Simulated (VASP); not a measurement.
The system is Al2O3.

```xyz
5
Lattice="3.0175 0.0000 0.0000 -1.5087 2.6132 0.0000 0.0000 0.0000 7.5746" Properties=species:S:1:pos:R:3 pbc="T T T"
Al    0.0000    0.0000    2.1054
Al    0.0000    0.0000    5.4693
O     0.0000    1.7421    1.5108
O     1.5087    0.8711    6.0638
O     0.0000    0.0000    3.7873
```

* Program: VASP 6.6.1
* Task: relaxation of cell and atoms
* Functional: PBEsol
* Potentials or basis: VASP PAW PBE potentials, release 64 (Al, O_h)
* Cutoff: 1340 eV
* k mesh: 12 × 12 × 4
* Occupations: gaussian, width 0.01 eV
* Spin: no spin polarisation

At the start: pressure -3.7 GPa; volume 11.95 Å³/atom.

Question: How do energy, volume and symmetry change on relaxing?

Answer: Over 16 steps the energy falls by 3.9 meV/atom and the volume is 11.89 Å³/atom (-0.5 %); space group P-3m1 (No. 164, to 0.1 Å) before and after.

The path:
| step | energy change (eV) | largest force (eV/Å) | pressure (GPa) | volume (Å³) |
| --- | --- | --- | --- | --- |
| 1 | 0.0000 | 0.1705 | -3.71 | 59.73 |
| 2 | -0.0038 | 0.2340 | 3.69 | 57.37 |
| 3 | -0.0167 | 0.0669 | 0.09 | 58.45 |
| 4 | -0.0162 | 0.2837 | -0.01 | 58.37 |
| 5 | -0.0175 | 0.0859 | 0.04 | 58.42 |
| 6 | -0.0179 | 0.0181 | 0.04 | 58.42 |
| 7 | -0.0179 | 0.0234 | 0.04 | 58.42 |
| 8 | -0.0180 | 0.0229 | 0.04 | 58.44 |
| 9 | -0.0181 | 0.0216 | 0.05 | 58.49 |
| 10 | -0.0184 | 0.0175 | 0.08 | 58.60 |
| 11 | -0.0189 | 0.0097 | 0.14 | 58.82 |
| 12 | -0.0194 | 0.0205 | 0.28 | 59.26 |
| 13 | -0.0195 | 0.0046 | 0.14 | 59.33 |
| 14 | -0.0195 | 0.0226 | 0.00 | 59.40 |
| 15 | -0.0195 | 0.0109 | -0.04 | 59.44 |
| 16 | -0.0195 | 0.0078 | -0.06 | 59.45 |

Final structure:
```xyz
5
Lattice="2.9877 0.0000 0.0000 -1.4938 2.5874 0.0000 0.0000 0.0000 7.6908" Properties=species:S:1:pos:R:3 pbc="T T T"
Al    2.9877    0.0000    2.1719
Al    0.0000    0.0000    5.5190
O     0.0000    1.7249    1.5761
O     1.4938    0.8625    6.1147
O    -1.4938    2.5874    3.8454
```

Caveat: the PAW data sets were made with another functional, which shifts forces and pressure a little.
